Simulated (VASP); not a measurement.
A run of VASP 6.6.1 is set up as follows.

Contents of INCAR:

```
SYSTEM = NbAgC3
PREC     = Accurate       ! precision mode
ENCUT    = 520            ! plane-wave cutoff, eV
EDIFF    = 1E-6           ! SCF threshold, eV
ISMEAR   = 0              ! smearing method
SIGMA    = 0.1            ! smearing width, eV
LREAL    = .False.        ! projectors in reciprocal space
LASPH    = .True.         ! aspherical terms in the spheres
NELM     = 150            ! most SCF steps
ALGO     = Normal         ! electronic algorithm
ISIF     = 2              ! what is computed and relaxed
LWAVE    = .False.        ! write WAVECAR
LCHARG   = .False.        ! write CHGCAR
ISPIN    = 2              ! spin polarisation
MAGMOM   = 1 0 0 0 0      ! initial moments
LORBIT   = 11             ! projections on sites
LMAXMIX  = 4              ! l up to which the mixer works
GGA      = PE             ! functional
NBANDS   = 30             ! bands
```

Contents of KPOINTS:

```
regular mesh
0
Gamma
  4 4 4
  0 0 0
```

Contents of POSCAR:

```
NbAgC3
1.0
    3.9822762647      0.0000000000      0.0000000000
    0.0000000000      3.9822762647      0.0000000000
    0.0000000000      0.0000000000      3.9822762647
Nb Ag C
1 1 3
Direct
    0.0000000000      0.0000000000      0.0000000000
    0.5000000000      0.5000000000      0.5000000000
    0.5000000000      0.5000000000      0.0000000000
    0.5000000000      0.0000000000      0.5000000000
    0.0000000000      0.5000000000      0.5000000000
```

Potentials or basis: VASP PAW PBE potentials, release 64 (Nb_sv, Ag, C).

Run with:

```console
$ cat potpaw_PBE.64/Nb_sv/POTCAR potpaw_PBE.64/Ag/POTCAR potpaw_PBE.64/C/POTCAR > POTCAR
$ mpirun -np 1 vasp_std > vasp.out
```

(1) What does it give for the net moment?

(2) What does it give for the pressure?

Answers

(1) 0.04 μB per cell.

(2) -0.3 GPa.

Caveat: the k points lie up to 0.39 Å⁻¹ apart.
